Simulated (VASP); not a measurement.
# AlCo3 (Pm-3m) in VASP: relaxation of cell and atoms with PBEsol

Aim: the relaxation of cell and atoms of AlCo3 with PBEsol.

Program: VASP 6.6.1. These are calculated values, not measurements. Logs are shortened: lines on timing, memory, paths and dates and some standing lists are left out, and cuts for length are marked.

## (1) The cell of the first run

It takes space group Pm-3m (No. 221, cubic). Conventional cell: a = 3.576 Å, b = 3.576 Å, c = 3.576 Å, α = 90.00°, β = 90.00°, γ = 90.00°. Al (site symmetry m-3m) has 12 Co at 2.53 Å within 3.3 Å. Co (site symmetry 4/mmm) has 4 Al at 2.53 Å and 8 Co at 2.53 Å within 3.3 Å.

## (2) Relaxation of cell and atoms, PBEsol, collinear spin, ferromagnetic start

Contents of INCAR:

```
SYSTEM = AlCo3
ALGO     = Fast           ! electronic algorithm
EDIFF    = 1E-6           ! SCF threshold, eV
EDIFFG   = -0.005         ! ionic threshold
ENCUT    = 600            ! plane-wave cutoff, eV
GGA      = PS             ! functional
IBRION   = 2              ! ionic algorithm
ISIF     = 3              ! what is computed and relaxed
ISMEAR   = 0              ! smearing method
ISPIN    = 2              ! spin polarisation
LASPH    = .TRUE.         ! aspherical terms in the spheres
LCHARG   = .FALSE.        ! write CHGCAR
LMAXMIX  = 4              ! l up to which the mixer works
LORBIT   = 11             ! projections on sites
LREAL    = .FALSE.        ! projectors in reciprocal space
LWAVE    = .FALSE.        ! write WAVECAR
MAGMOM   = 0 1.49 1.49 1.49 ! initial moments
NELM     = 150            ! most SCF steps
NSW      = 70             ! ionic steps
PREC     = Accurate       ! precision mode
SIGMA    = 0.1            ! smearing width, eV
```

Contents of KPOINTS:

```
k-points
0
G
  12 12 12
  0 0 0
```

Contents of POSCAR:

```
AlCo3
1.0
    3.5760530383      0.0000000000      0.0000000000
    0.0000000000      3.5760530383      0.0000000000
    0.0000000000      0.0000000000      3.5760530383
Al Co
1 3
Direct
    0.0000000000      0.0000000000      0.0000000000
    0.5000000000      0.5000000000      0.0000000000
    0.5000000000      0.0000000000      0.5000000000
    0.0000000000      0.5000000000      0.5000000000
```

Potentials or basis: VASP PAW PBE potentials, release 64 (Al, Co).

Command:

```
> cat potpaw_PBE.64/Al/POTCAR potpaw_PBE.64/Co/POTCAR > POTCAR
> mpirun -np 1 vasp_std > vasp.out
```

OUTCAR:

```text
SYSTEM = AlCo3
   EDIFF = 1E-6
   EDIFFG = -0.005
   ENCUT = 600
   GGA = PS
   IBRION = 2
   ISIF = 3
   ISMEAR = 0
   ISPIN = 2
   LASPH = .TRUE.
   LORBIT = 11
   LREAL = .FALSE.
   NELM = 150
   NSW = 70
   PREC = Accurate

 ion  position               nearest neighbor table
   1  0.000  0.000  0.000-   2 2.53   3 2.53   4 2.53   3 2.53   4 2.53   2 2.53   4 2.53   4 2.53
                             2 2.53   3 2.53   3 2.53   2 2.53
   2  0.500  0.500  0.000-   1 2.53   3 2.53   4 2.53   3 2.53   4 2.53   1 2.53   3 2.53   3 2.53
                             1 2.53   4 2.53   4 2.53   1 2.53
   3  0.500  0.000  0.500-   1 2.53   2 2.53   4 2.53   1 2.53   2 2.53   2 2.53   4 2.53   2 2.53
                             1 2.53   4 2.53   1 2.53   4 2.53
   4  0.000  0.500  0.500-   1 2.53   2 2.53   3 2.53   1 2.53   2 2.53   1 2.53   3 2.53   1 2.53
                             2 2.53   3 2.53   2 2.53   3 2.53

  LATTYP: Found a simple cubic cell.
 ALAT       =     3.5760530383

  Lattice vectors:

 A1 = (   3.5760530383,   0.0000000000,   0.0000000000)
 A2 = (   0.0000000000,   3.5760530383,   0.0000000000)
 A3 = (   0.0000000000,   0.0000000000,   3.5760530383)

Analysis of symmetry for initial positions (statically):
=====================================================================
 Subroutine PRICEL returns:
 Original cell was already a primitive cell.

 Routine SETGRP: Setting up the symmetry group for a
 simple cubic supercell.

 Subroutine GETGRP returns: Found 48 space group operations
 (whereof 48 operations were pure point group operations)
 out of a pool of 48 trial point group operations.

The static configuration has the point symmetry O_h .

Analysis of symmetry for dynamics (positions and initial velocities):
=====================================================================
 Subroutine PRICEL returns:
 Original cell was already a primitive cell.

 Routine SETGRP: Setting up the symmetry group for a
 simple cubic supercell.

 Subroutine GETGRP returns: Found 48 space group operations
 (whereof 48 operations were pure point group operations)
 out of a pool of 48 trial point group operations.

The dynamic configuration has the point symmetry O_h .

Analysis of structural, dynamic, and magnetic symmetry:
=====================================================================
 Subroutine PRICEL returns:
 Original cell was already a primitive cell.

 Routine SETGRP: Setting up the symmetry group for a
 simple cubic supercell.

 Subroutine GETGRP returns: Found 48 space group operations
 (whereof 48 operations were pure point group operations)
 out of a pool of 48 trial point group operations.

The overall configuration has the point symmetry O_h .

 Subroutine INISYM returns: Found 48 space group operations
 (whereof 48 operations are pure point group operations),
 and found     1 'primitive' translations

----------------------------------------------------------------------------------------

                                     Primitive cell

  volume of cell :      45.7311

  direct lattice vectors                    reciprocal lattice vectors
     3.576053038  0.000000000  0.000000000     0.279637911  0.000000000  0.000000000
     0.000000000  3.576053038  0.000000000     0.000000000  0.279637911  0.000000000
     0.000000000  0.000000000  3.576053038     0.000000000  0.000000000  0.279637911

  length of vectors
     3.576053038  3.576053038  3.576053038     0.279637911  0.279637911  0.279637911

  position of ions in fractional coordinates (direct lattice)
     0.000000000  0.000000000  0.000000000
     0.500000000  0.500000000  0.000000000
     0.500000000  0.000000000  0.500000000
     0.000000000  0.500000000  0.500000000

  ion indices of the primitive-cell ions
   primitive index   ion index
                 1           1
                 2           2
                 3           3
                 4           4

----------------------------------------------------------------------------------------

 KPOINTS: k-points

Automatic generation of k-mesh.
 Grid dimensions read from file:
 generate k-points for:   12   12   12

 Generating k-lattice:

  Cartesian coordinates                     Fractional coordinates (reciprocal lattice)
     0.023303159  0.000000000  0.000000000     0.083333333  0.000000000  0.000000000
     0.000000000  0.023303159  0.000000000     0.000000000  0.083333333  0.000000000
     0.000000000  0.000000000  0.023303159     0.000000000  0.000000000  0.083333333

  Length of vectors
     0.023303159  0.023303159  0.023303159

  Shift w.r.t. Gamma in fractional coordinates (k-lattice)
     0.000000000  0.000000000  0.000000000

 Subroutine IBZKPT returns following result:
 ===========================================

 Found     84 irreducible k-points:

 Following reciprocal coordinates:
            Coordinates               Weight
  0.000000  0.000000  0.000000      1.000000
  0.083333  0.000000  0.000000      6.000000
  0.166667  0.000000  0.000000      6.000000
  0.250000  0.000000  0.000000      6.000000
  0.333333  0.000000  0.000000      6.000000
  0.416667  0.000000  0.000000      6.000000
[... 16 lines left out ...]
  0.333333  0.333333  0.000000     12.000000
  0.416667  0.333333  0.000000     24.000000
 [... further k-points ...]
   k-points           NKPTS =     84   k-points in BZ     NKDIM =     84   number of bands    NBANDS=     21
   number of dos      NEDOS =    301   number of ions     NIONS =      4
   total plane-waves  NPLWV =  27000
   dimension x,y,z NGX =    30 NGY =   30 NGZ =   30
   dimension x,y,z NGXF=    60 NGYF=   60 NGZF=   60
   ions per type =               1   3
   NGX,Y,Z   is equivalent  to a cutoff of  13.95, 13.95, 13.95 a.u.
   NGXF,Y,Z  is equivalent  to a cutoff of  27.89, 27.89, 27.89 a.u.
 SYSTEM =  AlCo3
   PREC   = accura    normal or accurate (medium, high low for compatibility)
   ISTART =      0    job   : 0-new  1-cont  2-samecut
   ICHARG =      2    charge: 1-file 2-atom 10-const
   ISPIN  =      2    spin polarized calculation?
   LNONCOLLINEAR =      F non collinear calculations
   LSORBIT =      F    spin-orbit coupling
   LASPH  =      T    aspherical Exc in radial PAW
   ENCUT  =  600.0 eV  44.10 Ry    6.64 a.u.   7.14  7.14  7.14*2*pi/ulx,y,z
   NELM   =    150;   NELMIN=  2; NELMDL= -5     # of ELM steps
   EDIFF  = 0.1E-05   stopping-criterion for ELM
   LREAL  =      F    real-space projection
   EDIFFG = -.5E-02   stopping-criterion for IOM
   NSW    =     70    number of steps for IOM
   IBRION =      2    ionic relax: 0-MD 1-quasi-New 2-CG
   NFREE  =      1    steps in history (QN), initial steepest desc. (CG)
   ISIF   =      3    stress and relaxation
   ISYM   =      2    0-nonsym 1-usesym 2-fastsym
   POTIM  = 0.5000    time-step for ionic-motion
   TEBEG  =    0.0;   TEEND  =   0.0 temperature during run
   PSTRESS=    0.0 pullay stress
   NELECT =      30.0000    total number of electrons
   NUPDOWN=      -1.0000    fix difference up-down
   EMIN   =  10.00;   EMAX   =-10.00  energy-range for DOS
   EFERMI =   0.00;   METHOD = LEGACY
   ISMEAR =     0;   SIGMA  =   0.10  broadening in eV -4-tet -1-fermi 0-gaus
   EFERMI_NEDOS =   21; number of points for ismear=-14 and -15
   IALGO  =     68    algorithm
   IMIX   =      4    mixing-type and parameters
     AMIX     =   0.40;   BMIX     =  1.00
     AMIX_MAG =   1.60;   BMIX_MAG =  1.00
  volume/ion in A,a.u.               =      11.43        77.15
  Fermi-wavevector in a.u.,A,eV,Ry     =   1.422475  2.688088 27.530505  2.023435
  Thomas-Fermi vector in A             =   2.543175
   LORBIT       =     11    0 simple, 1 ext, 2 COOP (PROOUT), +10 PAW based schemes
   GGA     = PS    functional components
   LHFCALC =     F    Hartree Fock is set to
   AEXX    =    0.0000 exact exchange contribution
   IVDW    =     0    specifies the selected vdW correction
   LEPSILON=     F    determine dielectric tensor
   LRPA    =     F    only Hartree local field effects (RPA)
 conjugate gradient relaxation of ions
 spin polarized calculation
 RMM-DIIS sequential band-by-band and
 Gauss-broadening in eV      SIGMA  =   0.10
  energy-cutoff  :      600.00
  volume of cell :       45.73
 maximum number of plane-waves:      1568
 NGX is ok and might be reduce to    30
   NGX = 15   NGY = 15   NGZ = 15

--------------------------------------- Ionic step        1  -------------------------------------------

 number of electron      29.9999991 magnetization       3.8567782

 Free energy of the ion-electron system (eV)
  ---------------------------------------------------
  ext. energy  EPLUGINS =         0.00000000
  ---------------------------------------------------
  free energy    TOTEN  =       -27.99104903 eV

  energy without entropy =      -27.95792264  energy(sigma->0) =      -27.97448584

 E-fermi :   9.8930     XC(G=0): -12.8578

 val. band max:        9.8898400401   @ k =   0.5000   0.4167   0.4167
 cond. band min:       9.8940795694   @ k =   0.4167   0.1667   0.1667
 fundamental gap:      0.0042395293
 Fermi energy:         9.8930193235

 spin component 1

 k-point     1 :       0.0000    0.0000    0.0000
  band No.  band energies     occupation
      1      -0.0697      1.00000
      2       4.9057      1.00000
      3       5.8608      1.00000
      4       5.8608      1.00000
      5       6.2053      1.00000
      6       6.2053      1.00000
[... 1296 lines left out ...]
  energy  without entropy=      -28.0054549429  energy(sigma->0) =      -28.02191731

--------------------------------------- Ionic step        5  -------------------------------------------

 number of electron      29.9999984 magnetization       3.7750387

 Free energy of the ion-electron system (eV)
  ---------------------------------------------------
  ext. energy  EPLUGINS =         0.00000000
  ---------------------------------------------------
  free energy    TOTEN  =       -28.03837965 eV

  energy without entropy =      -28.00546271  energy(sigma->0) =      -28.02192118

 E-fermi :  10.4369     XC(G=0): -13.0803

 val. band max:       10.4369017581   @ k =   0.5000   0.0833   0.0000
 cond. band min:      10.4381141570   @ k =   0.4167   0.3333   0.0000
 fundamental gap:      0.0012123989
 Fermi energy:        10.4369262416

 spin component 1

 k-point     1 :       0.0000    0.0000    0.0000
  band No.  band energies     occupation
      1       0.2309      1.00000
      2       5.2552      1.00000
      3       6.2455      1.00000
      4       6.2455      1.00000
      5       6.6128      1.00000
      6       6.6128      1.00000
[... 1178 lines left out ...]
  FREE ENERGIE OF THE ION-ELECTRON SYSTEM (eV)
  ---------------------------------------------------
  free  energy   TOTEN  =       -28.0383796500 eV

  energy  without entropy=      -28.0054627063  energy(sigma->0) =      -28.02192118

 reached required accuracy - stopping structural energy minimisation

 total charge

# of ion       s       p       d       tot
------------------------------------------
    1        0.413   0.431   0.000   0.844
    2        0.489   0.544   7.343   8.376
    3        0.489   0.544   7.343   8.376
    4        0.489   0.544   7.343   8.376
--------------------------------------------------
tot          1.880   2.062  22.030  25.972

 magnetization (x)

# of ion       s       p       d       tot
------------------------------------------
    1       -0.002  -0.036   0.000  -0.038
    2       -0.002  -0.002   1.289   1.286
    3       -0.002  -0.002   1.289   1.286
    4       -0.002  -0.002   1.289   1.286
--------------------------------------------------
tot         -0.007  -0.040   3.868   3.820
```

Run time: 20 min. Hardware: 1 thread of Intel Xeon 8259CL, shared host; peak memory 0.31 GiB.

What came out:

* Free energy: -28.0384 eV
* Relaxed volume: 10.97 Å³/atom
* Relaxed cell: a = 3.527 Å, b = 3.527 Å, c = 3.527 Å, α = 90.00°, β = 90.00°, γ = 90.00°
* Space group after relaxing (to 0.1 Å): Pm-3m (No. 221)
* Energy gained by relaxing: 11.8 meV/atom
* Ionic steps: 5
* Pressure after relaxing: -0.1 GPa
* Net moment: 3.78 μB per cell
* Site moments: Al -0.04; Co +1.29 μB
* Valence electrons inside the program's atomic spheres: Al 0.84; Co 8.38

The path:
```tsv
step	energy change (eV)	largest force (eV/Å)	pressure (GPa)	volume (Å³)
1	0.0000	0.0000	-8.00	45.73
2	0.0035	0.0000	8.93	42.05
3	-0.0473	0.0000	-0.25	43.91
4	-0.0473	0.0000	0.08	43.85
5	-0.0473	0.0000	-0.05	43.88
```

Final structure:
```
Al Co
1.0
     3.52723    0.00000    0.00000
     0.00000    3.52723    0.00000
     0.00000    0.00000    3.52723
Al Co
1 3
Direct
  0.00000 0.00000 0.00000
  0.50000 0.50000 0.00000
  0.50000 0.00000 0.50000
  0.00000 0.50000 0.50000
```

Caveat: the PAW data sets were made with another functional, which shifts forces and pressure a little.
